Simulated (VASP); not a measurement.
A run of VASP 6.6.1 is set up as follows.

POSCAR

```
Sb
1.0
   -1.8713408863      1.8713408863      1.8713408863
    1.8713408863     -1.8713408863      1.8713408863
    1.8713408863      1.8713408863     -1.8713408863
Sb
1
Direct
    0.0000000000      0.0000000000      0.0000000000
```

Contents of INCAR.step1:

```
SYSTEM = Sb
PREC = Accurate ; ENCUT = 500
EDIFF = 1E-5 ; ISMEAR = -1
SIGMA = 0.05 ; LREAL = .FALSE.
LASPH = .TRUE. ; NELM = 120
ALGO = Normal ; LWAVE = .TRUE.
LCHARG = .FALSE. ; GGA = PE
NBANDS = 14 ; GGA_COMPAT = .FALSE.
IBRION = 2 ; ISIF = 3
EDIFFG = -0.005 ; NELMIN = 4
NSW = 100
```

File INCAR.step2:

```
SYSTEM = Sb
PREC = Accurate ; ENCUT = 500
EDIFF = 1E-7 ; ISMEAR = -1
SIGMA = 0.05 ; LREAL = .FALSE.
LASPH = .TRUE. ; NELM = 120
ALGO = Normal ; ISIF = 3
LWAVE = .FALSE. ; LCHARG = .FALSE.
GGA = PE ; LHFCALC = .TRUE.
HFSCREEN = 0.2079 ; PRECFOCK = Normal
IBRION = 2 ; NSW = 60
EDIFFG = -0.01 ; ISTART = 1
GGA_COMPAT = .FALSE. ; NELMIN = 4
```

KPOINTS

```
Automatic mesh
0
G
  5 5 5
  0 0 0
```

Potentials or basis: VASP PAW PBE potentials, release 64 (Sb_d_GW).

Run with:

```bash
$ cat potpaw_PBE.64/Sb_d_GW/POTCAR > POTCAR
$ cp INCAR.step1 INCAR
$ mpirun -np 1 vasp_std > vasp.out
$ cp INCAR.step2 INCAR
$ mpirun -np 1 vasp_std > vasp.out
```

Estimate the relaxed cell.

a = 3.226 Å, b = 3.226 Å, c = 3.226 Å, α = 109.47°, β = 109.47°, γ = 109.47°.

Predict the relaxed volume.

25.85 Å³/atom.

What does it give for the band gap on the k mesh?

Zero (an odd number of electrons rules out a gap without spin polarisation).

Step by step:
| step | energy change (eV) | largest force (eV/Å) | pressure (GPa) | volume (Å³) |
| --- | --- | --- | --- | --- |
| 1 | 0.0000 | 0.0000 | -0.76 | 26.21 |
| 2 | -0.0009 | 0.0000 | 0.38 | 25.74 |
| 3 | -0.0010 | 0.0000 | 0.00 | 25.85 |

Caveat: the k points lie up to 0.48 Å⁻¹ apart in the final cell, too coarse for converged energies and pressures of a metal; the PAW data sets were made with another functional, which shifts forces and pressure a little; spin-orbit coupling is left out, which moves the levels of the heavy elements; an odd number of electrons without spin polarisation forces a metal; a magnetic or distorted state may lie lower.
